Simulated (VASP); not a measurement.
# GaOsF6 (R-3) in VASP: single point with r2SCAN

Aim: the single point of GaOsF6 with r2SCAN.

Everything below comes from runs of VASP 6.6.1. Logs are shortened: lines on timing, memory, paths and dates and some standing lists are left out, and cuts for length are marked.

## Step 1: The cell of the first run

The structure is trigonal, space group R-3 (No. 148). The conventional cell has a = 7.063 Å, b = 7.063 Å, c = 7.382 Å, α = 90.00°, β = 90.00°, γ = 120.00°. Within 3.7 Å of Os (site symmetry -3) lie 12 F at 2.78 to 3.02 Å and 2 Ga at 3.69 Å. Ga (site symmetry -3) has 6 F at 1.68 Å within 2.2 Å. Within 2.2 Å of F (site symmetry 1) lie 1 Ga at 1.68 Å.

## Step 2: Single point, r2SCAN

Contents of POSCAR:

```
GaOsF6
1.0
    3.5315035500      2.0389166500      2.4606771200
   -3.5315035500      2.0389166500      2.4606771200
    0.0000000000     -4.0778322800      2.4606771200
Os Ga F
1 1 6
Direct
    0.5000000000      0.5000000000      0.5000000000
    0.0000000000      0.0000000000      0.0000000000
    0.1993000000      0.2839000000      0.9179000000
    0.9179000000      0.1993000000      0.2839000000
    0.2839000000      0.9179000000      0.1993000000
    0.8007000000      0.7161000000      0.0821000000
    0.0821000000      0.8007000000      0.7161000000
    0.7161000000      0.0821000000      0.8007000000
```

Contents of INCAR.step1:

```
PREC = Accurate
ENCUT = 520
ISMEAR = -1
SIGMA = 0.1
LREAL = F
LASPH = T
NELM = 100
NBANDS = 42
GGA = PE
ALGO = Normal
EDIFF = 1E-4
LWAVE = T
LCHARG = F
```

Contents of INCAR.step2:

```
PREC = Accurate
ENCUT = 520
EDIFF = 1E-6
ISMEAR = -1
SIGMA = 0.1
LREAL = F
LASPH = T
NELM = 100
ALGO = Normal
ISIF = 2
LWAVE = F
LCHARG = F
METAGGA = R2SCAN
LMIXTAU = T
NBANDS = 42
ISTART = 1
```

Contents of KPOINTS:

```
regular mesh
0
Gamma
  6 6 6
```

Potentials or basis: VASP PAW PBE potentials, release 64 (Os, Ga_d, F).

Command:

```bash
$ cat potpaw_PBE.64/Os/POTCAR potpaw_PBE.64/Ga_d/POTCAR potpaw_PBE.64/F/POTCAR > POTCAR
$ cp INCAR.step1 INCAR
$ mpirun -np 1 vasp_std > vasp.out
$ cp INCAR.step2 INCAR
$ mpirun -np 1 vasp_std > vasp.out
```

OUTCAR:

```text
PREC = Accurate
   ENCUT = 520
   EDIFF = 1E-6
   ISMEAR = -1
   LREAL = F
   LASPH = T
   NELM = 100
   ISIF = 2
   METAGGA = R2SCAN
   ISTART = 1

 ion  position               nearest neighbor table
   1  0.500  0.500  0.500-
   2  0.000  0.000  0.000-   5 1.68   8 1.68   7 1.68   4 1.68   3 1.68   6 1.68
   3  0.199  0.284  0.918-   2 1.68
   4  0.918  0.199  0.284-   2 1.68
   5  0.284  0.918  0.199-   2 1.68
   6  0.801  0.716  0.082-   2 1.68
   7  0.082  0.801  0.716-   2 1.68
   8  0.716  0.082  0.801-   2 1.68

  LATTYP: Found a trigonal (rhomboedric) cell.
 ALAT       =     4.7627334923
 COS(alpha) =    -0.0996050587

  Lattice vectors:

 A1 = (   3.5315035500,   2.0389166500,   2.4606771200)
 A2 = (  -3.5315035500,   2.0389166500,   2.4606771200)
 A3 = (   0.0000000000,  -4.0778322800,   2.4606771200)

Analysis of symmetry for initial positions (statically):
=====================================================================
 Subroutine PRICEL returns:
 Original cell was already a primitive cell.

 Routine SETGRP: Setting up the symmetry group for a
 trigonal (rhombohedral) supercell.

 Subroutine GETGRP returns: Found  6 space group operations
 (whereof  6 operations were pure point group operations)
 out of a pool of 12 trial point group operations.

The static configuration has the point symmetry S_6 .

Analysis of symmetry for dynamics (positions and initial velocities):
=====================================================================
 Subroutine PRICEL returns:
 Original cell was already a primitive cell.

 Routine SETGRP: Setting up the symmetry group for a
 trigonal (rhombohedral) supercell.

 Subroutine GETGRP returns: Found  6 space group operations
 (whereof  6 operations were pure point group operations)
 out of a pool of 12 trial point group operations.

The dynamic configuration has the point symmetry S_6 .

 Subroutine INISYM returns: Found  6 space group operations
 (whereof  6 operations are pure point group operations),
 and found     1 'primitive' translations

----------------------------------------------------------------------------------------

                                     Primitive cell

  volume of cell :     106.3078

  direct lattice vectors                    reciprocal lattice vectors
     3.531503550  2.038916650  2.460677120     0.141582754  0.081742770  0.135464057
    -3.531503550  2.038916650  2.460677120    -0.141582754  0.081742770  0.135464057
     0.000000000 -4.077832280  2.460677120     0.000000000 -0.163485540  0.135464091

  length of vectors
     4.762733492  4.762733492  4.762735348     0.212315962  0.212315962  0.212315900

  position of ions in fractional coordinates (direct lattice)
     0.500000000  0.500000000  0.500000000
     0.000000000  0.000000000  0.000000000
     0.199300000  0.283900000  0.917900000
     0.917900000  0.199300000  0.283900000
     0.283900000  0.917900000  0.199300000
     0.800700000  0.716100000  0.082100000
     0.082100000  0.800700000  0.716100000
     0.716100000  0.082100000  0.800700000

  ion indices of the primitive-cell ions
   primitive index   ion index
                 1           1
                 2           2
                 3           3
                 4           4
                 5           5
                 6           6
                 7           7
                 8           8

----------------------------------------------------------------------------------------

 KPOINTS: regular mesh

Automatic generation of k-mesh.
 Grid dimensions read from file:
 generate k-points for:    6    6    6

 Generating k-lattice:

  Cartesian coordinates                     Fractional coordinates (reciprocal lattice)
     0.023597126  0.013623795  0.022577343     0.166666667  0.000000000  0.000000000
    -0.023597126  0.013623795  0.022577343     0.000000000  0.166666667  0.000000000
     0.000000000 -0.027247590  0.022577348     0.000000000  0.000000000  0.166666667

  Length of vectors
     0.035385994  0.035385994  0.035385983

  Shift w.r.t. Gamma in fractional coordinates (k-lattice)
     0.000000000  0.000000000  0.000000000

 Subroutine IBZKPT returns following result:
 ===========================================

 Found     40 irreducible k-points:

 Following reciprocal coordinates:
            Coordinates               Weight
  0.000000  0.000000  0.000000      1.000000
  0.166667 -0.000000  0.000000      6.000000
  0.333333 -0.000000  0.000000      6.000000
  0.500000 -0.000000 -0.000000      3.000000
  0.166667  0.166667  0.000000      6.000000
  0.333333  0.166667  0.000000      6.000000
[... 16 lines left out ...]
  0.333333  0.333333  0.166667      6.000000
  0.500000  0.333333  0.166667      6.000000
 [... further k-points ...]
   k-points           NKPTS =     40   k-points in BZ     NKDIM =     40   number of bands    NBANDS=     42
   number of dos      NEDOS =    301   number of ions     NIONS =      8
   total plane-waves  NPLWV =  46656
   dimension x,y,z NGX =    36 NGY =   36 NGZ =   36
   dimension x,y,z NGXF=    72 NGYF=   72 NGZF=   72
   ions per type =               1   1   6
   NGX,Y,Z   is equivalent  to a cutoff of  12.57, 12.57, 12.57 a.u.
   NGXF,Y,Z  is equivalent  to a cutoff of  25.13, 25.13, 25.13 a.u.
 SYSTEM =  unknown system
   PREC   = accura    normal or accurate (medium, high low for compatibility)
   ISTART =      1    job   : 0-new  1-cont  2-samecut
   ICHARG =      0    charge: 1-file 2-atom 10-const
   ISPIN  =      1    spin polarized calculation?
   LNONCOLLINEAR =      F non collinear calculations
   LSORBIT =      F    spin-orbit coupling
   LASPH  =      T    aspherical Exc in radial PAW
   ENCUT  =  520.0 eV  38.22 Ry    6.18 a.u.   8.86  8.86  8.86*2*pi/ulx,y,z
   NELM   =    100;   NELMIN=  2; NELMDL=  0     # of ELM steps
   EDIFF  = 0.1E-05   stopping-criterion for ELM
   LREAL  =      F    real-space projection
   EDIFFG = 0.1E-04   stopping-criterion for IOM
   NSW    =      0    number of steps for IOM
   IBRION =     -1    ionic relax: 0-MD 1-quasi-New 2-CG
   NFREE  =      0    steps in history (QN), initial steepest desc. (CG)
   ISIF   =      2    stress and relaxation
   ISYM   =      2    0-nonsym 1-usesym 2-fastsym
   POTIM  = 0.5000    time-step for ionic-motion
   TEBEG  =    0.0;   TEEND  =   0.0 temperature during run
   PSTRESS=    0.0 pullay stress
   NELECT =      63.0000    total number of electrons
   NUPDOWN=      -1.0000    fix difference up-down
   EMIN   =  10.00;   EMAX   =-10.00  energy-range for DOS
   EFERMI =   0.00;   METHOD = LEGACY
   ISMEAR =    -1;   SIGMA  =   0.10  broadening in eV -4-tet -1-fermi 0-gaus
   EFERMI_NEDOS =   21; number of points for ismear=-14 and -15
   IALGO  =     38    algorithm
   IMIX   =      4    mixing-type and parameters
     AMIX     =   0.40;   BMIX     =  1.00
     AMIX_MAG =   1.60;   BMIX_MAG =  1.00
  volume/ion in A,a.u.               =      13.29        89.68
  Fermi-wavevector in a.u.,A,eV,Ry     =   1.375097  2.598557 25.727149  1.890892
  Thomas-Fermi vector in A             =   2.500464
   LORBIT       =      0    0 simple, 1 ext, 2 COOP (PROOUT), +10 PAW based schemes
   METAGGA = R2SCAN    functional components
   LHFCALC =     F    Hartree Fock is set to
   AEXX    =    0.0000 exact exchange contribution
   IVDW    =     0    specifies the selected vdW correction
   LEPSILON=     F    determine dielectric tensor
   LRPA    =     F    only Hartree local field effects (RPA)
 non-spin polarized calculation
  energy-cutoff  :      520.00
  volume of cell :      106.31
 maximum number of plane-waves:      2882
   NGX = 17   NGY = 17   NGZ = 17

 number of electron      62.9999987 magnetization

 Free energy of the ion-electron system (eV)
  ---------------------------------------------------
  ext. energy  EPLUGINS =         0.00000000
  ---------------------------------------------------
  free energy    TOTEN  =       -87.03066406 eV

  energy without entropy =      -86.77378462  energy(sigma->0) =      -86.90222434

 E-fermi :  -1.1102     XC(G=0): -10.3718

 val. band max:       -1.1102522849   @ k =   0.5000  -0.0000  -0.1667
 cond. band min:      -1.0906393600   @ k =  -0.3333   0.3333   0.0000
 fundamental gap:      0.0196129249
 Fermi energy:        -1.1102151381

 k-point     1 :       0.0000    0.0000    0.0000
  band No.  band energies     occupation
      1     -25.0205      2.00000
      2     -23.7044      2.00000
      3     -23.6510      2.00000
      4     -23.6510      2.00000
      5     -23.5830      2.00000
      6     -23.5830      2.00000
[... 34 lines left out ...]
     41      13.7746      0.00000
     42      15.8149      0.00000

 k-point     2 :       0.1667   -0.0000    0.0000
  band No.  band energies     occupation
      1     -24.9993      2.00000
      2     -23.7274      2.00000
      3     -23.6674      2.00000
      4     -23.6460      2.00000
      5     -23.5855      2.00000
      6     -23.5733      2.00000
[... 34 lines left out ...]
     41      14.1514      0.00000
     42      15.3349      0.00000

 k-point     3 :       0.3333   -0.0000    0.0000
  band No.  band energies     occupation
      1     -24.9533      2.00000
      2     -23.7902      2.00000
      3     -23.6748      2.00000
      4     -23.6331      2.00000
      5     -23.5938      2.00000
      6     -23.5657      2.00000
[... 897 lines left out ...]
      4     -23.6544      2.00000
      5     -23.6069      2.00000
      6     -23.5815      2.00000
[... 34 lines left out ...]
     41      14.1946      0.00000
     42      15.0336      0.00000

 k-point    24 :       0.5000    0.3333    0.1667
  band No.  band energies     occupation
      1     -24.8521      2.00000
      2     -23.8170      2.00000
      3     -23.7267      2.00000
      4     -23.6415      2.00000
      5     -23.6138      2.00000
      6     -23.5829      2.00000
[... 34 lines left out ...]
     41      14.0687      0.00000
     42      14.9238      0.00000

 [... further k-points ...]

------------------------ aborting loop because EDIFF is reached ----------------------------------------

  FORCE on cell =-STRESS in cart. coord.  units (eV):
  Direction    XX          YY          ZZ          XY          YZ          ZX
  --------------------------------------------------------------------------------------
  -------------------------------------------------------------------------------------
  Total        9.8861820      9.8861993     16.4683477     -0.0000044      0.0000023      0.0000000
  in kB      148.9958786    148.9961395    248.1965161     -0.0000667      0.0000343      0.0000000
  external PRESSURE =     182.0628448 kB  Pullay stress =       0.0000000 kB

 VOLUME and BASIS-vectors are now :
 -----------------------------------------------------------------------------
  energy-cutoff  :      520.00
  volume of cell :      106.31
      direct lattice vectors                 reciprocal lattice vectors
     3.531503550  2.038916650  2.460677120     0.141582754  0.081742770  0.135464057
    -3.531503550  2.038916650  2.460677120    -0.141582754  0.081742770  0.135464057
     0.000000000 -4.077832280  2.460677120     0.000000000 -0.163485540  0.135464091

 POSITION                                       TOTAL-FORCE (eV/Angst)
 -----------------------------------------------------------------------------------
      0.00000      0.00000      3.69102         0.000000     -0.000000     -0.000000
      0.00000      0.00000      0.00000         0.000000     -0.000000     -0.000000
     -0.29877     -2.75784      3.44765        -1.014772      6.389912      4.612482
      2.53774      1.12018      3.44765        -5.026435     -4.073775      4.612482
     -2.23897      1.63766      3.44765         6.041207     -2.316136      4.612482
      0.29877      2.75784      3.93438         1.014772     -6.389912     -4.612482
     -2.53774     -1.12018      3.93438         5.026435      4.073775     -4.612482
      2.23897     -1.63766      3.93438        -6.041207      2.316136     -4.612482
 -----------------------------------------------------------------------------------
    total drift:                               -0.000000      0.000000      0.000000

  FREE ENERGIE OF THE ION-ELECTRON SYSTEM (eV)
  ---------------------------------------------------
  free  energy   TOTEN  =       -87.0306640644 eV

  energy  without entropy=      -86.7737846183  energy(sigma->0) =      -86.90222434
```

Run time: 6.8 min. Hardware: 1 thread of Intel Xeon Platinum 8488C (Sapphire Rapids), shared host; peak memory 0.32 GiB.

What came out:

```yaml
Free_energy: -87.0307 eV
Pressure: 18.2 GPa
Largest_force: 7.946 eV/Å
```

Forces on the atoms (eV/Å):
```
Os   0.000  0.000  0.000
Ga   0.000  0.000  0.000
F   -1.015  6.390  4.612
F   -5.026 -4.074  4.612
F    6.041 -2.316  4.612
F    1.015 -6.390 -4.612
F    5.026  4.074 -4.612
F   -6.041  2.316 -4.612
```

Caveat: the PAW data sets were made with another functional, which shifts forces and pressure a little; spin-orbit coupling is left out, which moves the levels of the heavy elements; an odd number of electrons without spin polarisation forces a metal; a magnetic or distorted state may lie lower.
